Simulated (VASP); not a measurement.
# Zn2N2O (P1) in VASP: single point with r2SCAN

Aim: the single point of Zn2N2O with r2SCAN.

Everything below comes from runs of VASP 6.6.1. Logs are shortened: lines on timing, memory, paths and dates and some standing lists are left out, and cuts for length are marked.

**1. The cell of the first run**

The typed cell holds 10 atoms: a = 5.212 Å, b = 5.328 Å, c = 5.326 Å, α = 116.46°, β = 115.06°, γ = 97.51°.

**2. Single point, r2SCAN**

The input, POSCAR:

```
Zn2N2O
1.0
   -2.7738143300      2.7749723500      3.4300548700
    2.8053327800     -2.8524668500      3.5181801500
    2.8034723000      2.8821248100     -3.4927007300
N Zn O
4 4 2
Direct
    0.3399260000      0.8354480000      0.1634870000
    0.8945980000      0.7081920000      0.5514930000
    0.6802270000      0.1446310000      0.8434910000
    0.1563640000      0.3500860000      0.5076390000
    0.9001040000      0.3980440000      0.2739440000
    0.4079390000      0.1366940000      0.5048830000
    0.1494100000      0.6568410000      0.7837550000
    0.6149950000      0.8681490000      0.4928750000
    0.2449620000      0.2509940000      0.9933510000
    0.7577110000      0.7635720000      0.0004610000
```

The input, INCAR.step1:

```
PREC     = Accurate       # precision mode
ENCUT    = 520            # plane-wave cutoff, eV
ISMEAR   = -1             # smearing method
SIGMA    = 0.1            # smearing width, eV
LREAL    = False          # projectors in reciprocal space
LASPH    = True           # aspherical terms in the spheres
NELM     = 100            # most SCF steps
NBANDS   = 51             # bands
GGA      = PE             # functional
ALGO     = Normal         # electronic algorithm
EDIFF    = 1E-4           # SCF threshold, eV
LWAVE    = True           # write WAVECAR
LCHARG   = False          # write CHGCAR
```

The input, INCAR.step2:

```
PREC     = Accurate       # precision mode
ENCUT    = 520            # plane-wave cutoff, eV
EDIFF    = 1E-6           # SCF threshold, eV
ISMEAR   = -1             # smearing method
SIGMA    = 0.1            # smearing width, eV
LREAL    = False          # projectors in reciprocal space
LASPH    = True           # aspherical terms in the spheres
NELM     = 100            # most SCF steps
ALGO     = Normal         # electronic algorithm
ISIF     = 2              # what is computed and relaxed
LWAVE    = False          # write WAVECAR
LCHARG   = False          # write CHGCAR
METAGGA  = R2SCAN         # meta-GGA
LMIXTAU  = True         
NBANDS   = 51             # bands
ISTART   = 1
```

The input, KPOINTS:

```
Automatic mesh
0
Gamma
  4 4 5
  0.5 0.5 0.5
```

Potentials or basis: VASP PAW PBE potentials, release 64 (N, Zn, O).

The run is started by

```
> cat potpaw_PBE.64/N/POTCAR potpaw_PBE.64/Zn/POTCAR potpaw_PBE.64/O/POTCAR > POTCAR
> cp INCAR.step1 INCAR
> mpirun -np 1 vasp_std > vasp.out
> cp INCAR.step2 INCAR
> mpirun -np 1 vasp_std > vasp.out
```

OUTCAR:

```text
PREC = Accurate
   ENCUT = 520
   EDIFF = 1E-6
   ISMEAR = -1
   LREAL = False
   LASPH = True
   NELM = 100
   ISIF = 2
   METAGGA = R2SCAN
   ISTART = 1

 ion  position               nearest neighbor table
   1  0.340  0.835  0.163-   7 1.52   8 1.64   6 1.65
   2  0.895  0.708  0.551-   7 1.54   5 1.67   8 1.77
   3  0.680  0.145  0.843-   8 1.63   5 1.73   6 1.74
   4  0.156  0.350  0.508-   5 1.54   7 1.66   6 1.84
   5  0.900  0.398  0.274-   4 1.54   2 1.67   3 1.73   7 2.04
   6  0.408  0.137  0.505-   1 1.65   3 1.74   4 1.84   8 1.90   7 3.01
   7  0.149  0.657  0.784-   1 1.52   2 1.54   4 1.66   5 2.04   6 3.01   8 3.02
   8  0.615  0.868  0.493-   3 1.63   1 1.64   2 1.77   6 1.90   7 3.02
   9  0.245  0.251  0.993-
  10  0.758  0.764  0.000-

  LATTYP: Found a triclinic cell.
 ALAT       =    11.2329090143
 B/A-ratio  =     0.6186054416
 C/A-ratio  =     0.4993311489
 COS(alpha) =     0.0090190867
 COS(beta)  =     0.2553955491
 COS(gamma) =     0.9357504780

  Lattice vectors:

 A1 = (  -2.8368512300,   2.9299613500, -10.4664151700)
 A2 = (  -0.0315184500,   0.0774945000,  -6.9482350200)
 A3 = (  -5.6088050800,  -0.0296579600,  -0.0254794200)

Analysis of symmetry for initial positions (statically):
=====================================================================
 Subroutine PRICEL returns:
 Original cell was already a primitive cell.

 Routine SETGRP: Setting up the symmetry group for a
 triclinic supercell.

 Subroutine GETGRP returns: Found  1 space group operations
 (whereof  1 operations were pure point group operations)
 out of a pool of  2 trial point group operations.

The static configuration has the point symmetry C_1 .

Analysis of symmetry for dynamics (positions and initial velocities):
=====================================================================
 Subroutine PRICEL returns:
 Original cell was already a primitive cell.

 Routine SETGRP: Setting up the symmetry group for a
 triclinic supercell.

 Subroutine GETGRP returns: Found  1 space group operations
 (whereof  1 operations were pure point group operations)
 out of a pool of  2 trial point group operations.

The dynamic configuration has the point symmetry C_1 .

 Subroutine INISYM returns: Found  1 space group operations
 (whereof  1 operations are pure point group operations),
 and found     1 'primitive' translations

----------------------------------------------------------------------------------------

                                     Primitive cell

  volume of cell :     110.2132

  direct lattice vectors                    reciprocal lattice vectors
    -2.773814330  2.774972350  3.430054870    -0.001606171  0.178393404  0.145918370
     2.805332780 -2.852466850  3.518180150     0.177637467  0.000653638  0.143122936
     2.803472300  2.882124810 -3.492700730     0.177355978  0.175852106  0.001156781

  length of vectors
     5.211505914  5.327668412  5.325885724     0.230475502  0.228122054  0.249760774

  position of ions in fractional coordinates (direct lattice)
     0.339926000  0.835448000  0.163487000
     0.894598000  0.708192000  0.551493000
     0.680227000  0.144631000  0.843491000
     0.156364000  0.350086000  0.507639000
     0.900104000  0.398044000  0.273944000
     0.407939000  0.136694000  0.504883000
     0.149410000  0.656841000  0.783755000
     0.614995000  0.868149000  0.492875000
     0.244962000  0.250994000  0.993351000
     0.757711000  0.763572000  0.000461000

  ion indices of the primitive-cell ions
   primitive index   ion index
                 1           1
                 2           2
                 3           3
                 4           4
                 5           5
                 6           6
                 7           7
                 8           8
                 9           9
                10          10

----------------------------------------------------------------------------------------

 KPOINTS: Automatic mesh

Automatic generation of k-mesh.
 Grid dimensions read from file:
 generate k-points for:    4    4    5

 Generating k-lattice:

  Cartesian coordinates                     Fractional coordinates (reciprocal lattice)
    -0.000401543  0.044598351  0.036479593     0.250000000 -0.000000000  0.000000000
     0.044409367  0.000163409  0.035780734     0.000000000  0.250000000 -0.000000000
     0.035471196  0.035170421  0.000231356    -0.000000000  0.000000000  0.200000000

  Length of vectors
     0.057618876  0.057030514  0.049952155

  Shift w.r.t. Gamma in fractional coordinates (k-lattice)
     0.500000000  0.500000000  0.500000000

 Subroutine IBZKPT returns following result:
 ===========================================

 Found     40 irreducible k-points:

 Following reciprocal coordinates:
            Coordinates               Weight
  0.125000  0.125000  0.100000      2.000000
  0.375000  0.125000  0.100000      2.000000
 -0.375000  0.125000  0.100000      2.000000
 -0.125000  0.125000  0.100000      2.000000
  0.125000  0.375000  0.100000      2.000000
  0.375000  0.375000  0.100000      2.000000
[... 16 lines left out ...]
 -0.375000  0.375000  0.300000      2.000000
 -0.125000  0.375000  0.300000      2.000000
 [... further k-points ...]
   k-points           NKPTS =     40   k-points in BZ     NKDIM =     40   number of bands    NBANDS=     51
   number of dos      NEDOS =    301   number of ions     NIONS =     10
   total plane-waves  NPLWV =  64000
   dimension x,y,z NGX =    40 NGY =   40 NGZ =   40
   dimension x,y,z NGXF=    80 NGYF=   80 NGZF=   80
   ions per type =               4   4   2
   NGX,Y,Z   is equivalent  to a cutoff of  12.76, 12.48, 12.49 a.u.
   NGXF,Y,Z  is equivalent  to a cutoff of  25.52, 24.96, 24.97 a.u.
 SYSTEM =  unknown system
   PREC   = accura    normal or accurate (medium, high low for compatibility)
   ISTART =      1    job   : 0-new  1-cont  2-samecut
   ICHARG =      0    charge: 1-file 2-atom 10-const
   ISPIN  =      1    spin polarized calculation?
   LNONCOLLINEAR =      F non collinear calculations
   LSORBIT =      F    spin-orbit coupling
   LASPH  =      T    aspherical Exc in radial PAW
   ENCUT  =  520.0 eV  38.22 Ry    6.18 a.u.   9.69  9.91  9.90*2*pi/ulx,y,z
   NELM   =    100;   NELMIN=  2; NELMDL=  0     # of ELM steps
   EDIFF  = 0.1E-05   stopping-criterion for ELM
   LREAL  =      F    real-space projection
   EDIFFG = 0.1E-04   stopping-criterion for IOM
   NSW    =      0    number of steps for IOM
   IBRION =     -1    ionic relax: 0-MD 1-quasi-New 2-CG
   NFREE  =      0    steps in history (QN), initial steepest desc. (CG)
   ISIF   =      2    stress and relaxation
   ISYM   =      2    0-nonsym 1-usesym 2-fastsym
   POTIM  = 0.5000    time-step for ionic-motion
   TEBEG  =    0.0;   TEEND  =   0.0 temperature during run
   PSTRESS=    0.0 pullay stress
   NELECT =      80.0000    total number of electrons
   NUPDOWN=      -1.0000    fix difference up-down
   EMIN   =  10.00;   EMAX   =-10.00  energy-range for DOS
   EFERMI =   0.00;   METHOD = LEGACY
   ISMEAR =    -1;   SIGMA  =   0.10  broadening in eV -4-tet -1-fermi 0-gaus
   EFERMI_NEDOS =   21; number of points for ismear=-14 and -15
   IALGO  =     38    algorithm
   IMIX   =      4    mixing-type and parameters
     AMIX     =   0.40;   BMIX     =  1.00
     AMIX_MAG =   1.60;   BMIX_MAG =  1.00
  volume/ion in A,a.u.               =      11.02        74.38
  Fermi-wavevector in a.u.,A,eV,Ry     =   1.471274  2.780305 29.451821  2.164648
  Thomas-Fermi vector in A             =   2.586430
   LORBIT       =      0    0 simple, 1 ext, 2 COOP (PROOUT), +10 PAW based schemes
   METAGGA = R2SCAN    functional components
   LHFCALC =     F    Hartree Fock is set to
   AEXX    =    0.0000 exact exchange contribution
   IVDW    =     0    specifies the selected vdW correction
   LEPSILON=     F    determine dielectric tensor
   LRPA    =     F    only Hartree local field effects (RPA)
 non-spin polarized calculation
  energy-cutoff  :      520.00
  volume of cell :      110.21
 maximum number of plane-waves:      2988
   NGX = 19   NGY = 19   NGZ = 19

 number of electron      80.0000000 magnetization

 Free energy of the ion-electron system (eV)
  ---------------------------------------------------
  ext. energy  EPLUGINS =         0.00000000
  ---------------------------------------------------
  free energy    TOTEN  =       -58.49009580 eV

  energy without entropy =      -58.14995578  energy(sigma->0) =      -58.32002579

 E-fermi :   1.4769     XC(G=0): -11.7944

 val. band max:        1.4767593750   @ k =  -0.1250  -0.1250   0.3000
 cond. band min:       1.4802541296   @ k =  -0.3750   0.3750   0.5000
 fundamental gap:      0.0034947547
 Fermi energy:         1.4769271833

 k-point     1 :       0.1250    0.1250    0.1000
  band No.  band energies     occupation
      1     -16.9752      2.00000
      2     -15.8013      2.00000
      3     -15.4914      2.00000
      4     -15.3252      2.00000
      5     -15.2066      2.00000
      6     -14.7938      2.00000
[... 43 lines left out ...]
     50      12.0700      0.00000
     51      12.4407      0.00000

 k-point     2 :       0.3750    0.1250    0.1000
  band No.  band energies     occupation
      1     -16.6270      2.00000
      2     -16.0871      2.00000
      3     -15.5708      2.00000
      4     -15.4480      2.00000
      5     -15.0977      2.00000
      6     -14.8914      2.00000
[... 43 lines left out ...]
     50      11.8387      0.00000
     51      12.3383      0.00000

 k-point     3 :      -0.3750    0.1250    0.1000
  band No.  band energies     occupation
      1     -16.9398      2.00000
      2     -15.7190      2.00000
      3     -15.5778      2.00000
      4     -15.3810      2.00000
      5     -15.0466      2.00000
      6     -14.9680      2.00000
[... 1123 lines left out ...]
     50      11.3821      0.00000
     51      12.2227      0.00000

 k-point    24 :      -0.1250    0.3750    0.3000
  band No.  band energies     occupation
      1     -16.6985      2.00000
      2     -15.9687      2.00000
      3     -15.6598      2.00000
      4     -15.3599      2.00000
      5     -15.1229      2.00000
      6     -14.8761      2.00000
[... 43 lines left out ...]
     50      11.7927      0.00000
     51      12.0792      0.00000

 [... further k-points ...]

------------------------ aborting loop because EDIFF is reached ----------------------------------------

  FORCE on cell =-STRESS in cart. coord.  units (eV):
  Direction    XX          YY          ZZ          XY          YZ          ZX
  --------------------------------------------------------------------------------------
  -------------------------------------------------------------------------------------
  Total       69.3734329     84.2489735      0.4211149      6.5421082     -6.2433806      2.3822863
  in kB     1008.4866271   1224.7334394      6.1217773     95.1031012    -90.7604762     34.6314684
  external PRESSURE =     746.4472813 kB  Pullay stress =       0.0000000 kB

 VOLUME and BASIS-vectors are now :
 -----------------------------------------------------------------------------
  energy-cutoff  :      520.00
  volume of cell :      110.21
      direct lattice vectors                 reciprocal lattice vectors
    -2.773814330  2.774972350  3.430054870    -0.001606171  0.178393404  0.145918370
     2.805332780 -2.852466850  3.518180150     0.177637467  0.000653638  0.143122936
     2.803472300  2.882124810 -3.492700730     0.177355978  0.175852106  0.001156781

 POSITION                                       TOTAL-FORCE (eV/Angst)
 -----------------------------------------------------------------------------------
      1.85915     -0.96861      3.53421         0.841302      1.628141     -0.352107
      1.05136      2.05186      3.63387         6.667555    -11.601486      1.688239
      0.88362      3.90610     -0.10401         5.880264      3.852443     -0.753605
      1.97153      0.89838     -0.00503        -8.050559     12.960891     -1.286175
     -0.61208      2.15190      3.53099        -5.753685    -13.405785      0.853885
      0.66735      2.19724      0.11676        12.000293     -8.018442      1.577156
      3.62546      0.79987      0.08595        -0.666844      5.570618     -0.307645
      2.11133      0.65076      3.44231       -10.796557      8.992591     -1.319821
      2.80947      2.82677     -1.74620        -0.050440     -0.022989      0.131845
      0.04162     -0.07411      5.28376        -0.071329      0.044019     -0.231773
 -----------------------------------------------------------------------------------
    total drift:                               -0.003841     -0.015489      0.013334

  FREE ENERGIE OF THE ION-ELECTRON SYSTEM (eV)
  ---------------------------------------------------
  free  energy   TOTEN  =       -58.4900957992 eV

  energy  without entropy=      -58.1499557827  energy(sigma->0) =      -58.32002579
```

Wall time 11 min (1 thread of Intel Xeon 6975P-C (Granite Rapids), shared host); peak memory 0.36 GiB.

What came out:

```
Free energy            : -58.4901 eV
Pressure               : 74.6 GPa
Largest force          : 15.312 eV/Å
Band gap on the k mesh : zero (bands 40 and 41 overlap by 0.36 eV)
```

Forces on the atoms (eV/Å):
```
N     0.841   1.628  -0.352
N     6.668 -11.601   1.688
N     5.880   3.852  -0.754
N    -8.051  12.961  -1.286
Zn   -5.754 -13.406   0.854
Zn   12.000  -8.018   1.577
Zn   -0.667   5.571  -0.308
Zn  -10.797   8.993  -1.320
O    -0.050  -0.023   0.132
O    -0.071   0.044  -0.232
```

Caveat: the cell stands under pressure; the PAW data sets were made with another functional, which shifts forces and pressure a little.
